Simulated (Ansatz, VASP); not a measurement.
# KI in VASP and in Ansatz

The input INCAR:

```
SYSTEM = KI
ALGO = Normal ; EDIFF = 1E-6
ENCUT = 520 ; GGA = PE
GGA_COMPAT = .False. ; ISIF = 2
ISMEAR = 0 ; LASPH = .True.
LCHARG = .False. ; LORBIT = 11
LORBMOM = .True. ; LREAL = .False.
LSORBIT = .True. ; LWAVE = .False.
MAGMOM = 0 0 0 0 0 0 ; NBANDS = 28
NELM = 150 ; PREC = Accurate
SIGMA = 0.01
```

File KPOINTS:

```
k-points
0
Gamma
  6 6 6
  0 0 0
```

Contents of POSCAR:

```
KI
1.0
    4.2910851989      0.0000000000      0.0000000000
    0.0000000000      4.2910851989      0.0000000000
    0.0000000000      0.0000000000      4.2910851989
K I
1 1
Direct
    0.0000000000      0.0000000000      0.0000000000
    0.5000000000      0.5000000000      0.5000000000
```

Input for Ansatz:

```yaml
crystal:
  lattice:
    - [4.2910851989, 0.0, 0.0]
    - [0.0, 4.2910851989, 0.0]
    - [0.0, 0.0, 4.2910851989]
  atoms:
    - { symbol: K, position: [0.0, 0.0, 0.0] }
    - { symbol: I, position: [0.5, 0.5, 0.5] }
kpoints:
  mp_grid: { grid: [6, 6, 6] }
  band_path:
    path:
      - [0.0, 0.0, 0.0]
      - [0.0, 0.5, 0.0]
      - [0.5, 0.5, 0.0]
      - [0.5, 0.5, 0.5]
      - [0.0, 0.5, 0.5]
    npoints: 1
hamiltonian:
  xc: pbe
scf:
  occupations: { method: fixed }
  n_extra_bands: 8
magnetization:
  noncollinear: true
  spin_orbit: true
output:
  forces: true
  stress: true
  eigenvalues: true
  write_density: true
  write_potential: true
  elf: true
  volumetric_format: npy
```

Alike in both runs: task single point; functional PBE; k mesh 6 × 6 × 6; non-collinear spin, spin-orbit coupling.

|  | VASP | Ansatz |
| --- | --- | --- |
| version | VASP 6.6.1 | Ansatz 0.2.0 |
| potentials or method | VASP PAW PBE potentials, release 64 (K_sv, I) | plane waves, PAW |
| plane-wave cutoff (eV) | 520 | 420 |
| occupations | gaussian, width 0.01 eV | fixed |
| valence electrons in the cell | 16 | 26 |

|  | VASP | Ansatz | Ansatz less VASP |
| --- | --- | --- | --- |
| pressure (GPa) | 0.5 | 0.5 | -0.03 |

VASP's potentials hold 16 valence electrons a cell and Ansatz's 26, so a difference there can come from the potentials and not from the codes.
